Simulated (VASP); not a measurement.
RbCl:

```
CELL_PARAMETERS angstrom
0.00000 3.30581 3.30581
3.30581 0.00000 3.30581
3.30581 3.30581 0.00000
ATOMIC_POSITIONS crystal
Rb 0.00000 0.00000 0.00000
Cl 0.50000 0.50000 0.50000
```

Base run:

* Program: VASP 6.6.1
* Functional: PBE
* Potentials or basis: VASP PAW PBE potentials, release 64 (Rb_sv, Cl)
* Cutoff: 500 eV
* k mesh: 4 × 4 × 4
* Occupations: gaussian, width 0.01 eV
* Spin: no spin polarisation

Its results: band gap on the k mesh 4.95 eV; pressure 0.6 GPa.

**Question.** After a change of settings the same cell gave: band gap on the k mesh 6.25 eV; pressure 0.3 GPa. Which change was it?
A. functional from PBE to HSE06; cutoff from 500 eV to 400 eV
B. functional from PBE to LDA; potentials or basis from VASP PAW PBE potentials, release 64 (Rb_sv, Cl) to VASP PAW LDA potentials, release 64 (Rb_sv, Cl)
C. functional from PBE to r2SCAN; cutoff from 500 eV to 550 eV

**Answer.** A.

Caveats: the PAW data sets were made with another functional, which shifts forces and pressure a little (at least some runs).
